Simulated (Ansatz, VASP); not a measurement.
**One calculation of CaHfH6, two programs**

```
CELL_PARAMETERS angstrom
0.00000 4.14150 4.14150
4.14150 0.00000 4.14150
4.14150 4.14150 0.00000
ATOMIC_POSITIONS crystal
Ca 0.00000 0.00000 0.00000
Hf 0.50000 0.50000 0.50000
H 0.73399 0.26601 0.26601
H 0.26601 0.73399 0.26601
H 0.26601 0.26601 0.73399
H 0.26601 0.73399 0.73399
H 0.73399 0.26601 0.73399
H 0.73399 0.73399 0.26601
```

Alike in both runs: functional PBE; k mesh 6 × 6 × 6; occupations gaussian, width 0.02 eV; no spin polarisation.

Ansatz relaxed the structure, and its values are those at the end. VASP's run is a single point on that final structure, the one shown.

|  | VASP | Ansatz |
| --- | --- | --- |
| version | VASP 6.6.1 | Ansatz 0.2.0 |
| potentials or method | VASP PAW PBE potentials, release 64 (Ca_sv, Hf_pv, H), cutoff 520 eV | scalar-relativistic, plane waves, PAW |
| valence electrons in the cell | 26 | 42 |

Ansatz gave:

| Quantity | Value |
| --- | --- |
| gap on the k mesh at the Fermi level (eV) | 2.45 |
| least direct gap on the mesh (eV) | 2.75 |
| pressure (GPa) | 0.0 |
| rms of the force components (eV/Å) | 0.001 |

Q: Estimate VASP's values.

A: gap on the k mesh at the Fermi level (eV): 2.45; least direct gap on the mesh (eV): 2.74; pressure (GPa): -0.1; rms of the force components (eV/Å): 0.014.

The functional is the same, so the differences come from potentials, cutoffs and numerics. VASP's potentials hold 26 valence electrons a cell and Ansatz's 42, so a difference there can come from the potentials and not from the codes.

Spin-orbit coupling is off throughout.
